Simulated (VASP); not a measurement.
Write the native input for VASP 6.6.1 that does the following.

```
Task                   : single point
Functional             : PBE
Potentials or basis    : VASP PAW PBE potentials, release 64 (Al, C, H)
Cutoff                 : 520 eV
k mesh                 : 1 × 1 × 1
Occupations            : gaussian, width 0.005 eV
Spin                   : collinear spin, ferromagnetic start
Starting moments       : [1.0, 0.0, 0.0, 0.0, 0.0, 0.0, 0.0, 0.0, 0.0] μB
Dipole correction      : no
Further INCAR settings : ALGO = Normal; EDIFF = 1e-07; NBANDS = 22; ISYM = 0
```

The structure of AlC2H6 lies in POSCAR:

```
AlH6C2
1.0
   15.0000000000      0.0000000000      0.0000000000
    0.0000000000     15.5000000000      0.0000000000
    0.0000000000      0.0000000000     16.0000000000
Al C H
1 2 6
Direct
    0.4999091438      0.4995592436      0.4353900280
    0.6132849450      0.4999078423      0.4989570223
    0.3857624673      0.5000484054      0.4974664265
    0.6012383799      0.4981786431      0.5667970694
    0.6550886389      0.4442028636      0.4821940951
    0.6526967251      0.5579621262      0.4846613774
    0.3261479334      0.5010311436      0.4577887215
    0.3823800323      0.4423899553      0.5376972137
    0.3834917344      0.5567197768      0.5390480463
```

One way to write it, as run:

INCAR

```
  ALGO = Normal
  EDIFF = 1E-7
  ENCUT = 520
  GGA = PE
  ISIF = 2
  ISMEAR = 0
  ISPIN = 2
  ISYM = 0
  LASPH = T
  LCHARG = F
  LORBIT = 11
  LREAL = F
  LWAVE = F
  MAGMOM = 1 0 0 0 0 0 0 0 0
  NBANDS = 22
  NELM = 150
  PREC = Accurate
  SIGMA = 0.005
```

KPOINTS

```
k-points
0
Gamma
  1 1 1
```

Potentials or basis: VASP PAW PBE potentials, release 64 (Al, C, H).

Launch:

```console
$ cat potpaw_PBE.64/Al/POTCAR potpaw_PBE.64/C/POTCAR potpaw_PBE.64/H/POTCAR > POTCAR
$ mpirun -np 1 vasp_gam > vasp.out
```

It gave:

```
Largest force                                         : 0.029 eV/Å
Gap between the frontier levels                       : 1.47 eV
Net moment                                            : 1.00 μB per cell
Site moments                                          : Al +0.16; C +0.06; H +0.01, -0.00, +0.00 μB
Valence electrons inside the program's atomic spheres : Al 0.81; C 2.60; H 0.67, 0.68
```

It took 10 min on 1 thread of Intel(R) Xeon(R) 6975P-C (Granite Rapids), on a shared host, peak memory 3.6 GiB.
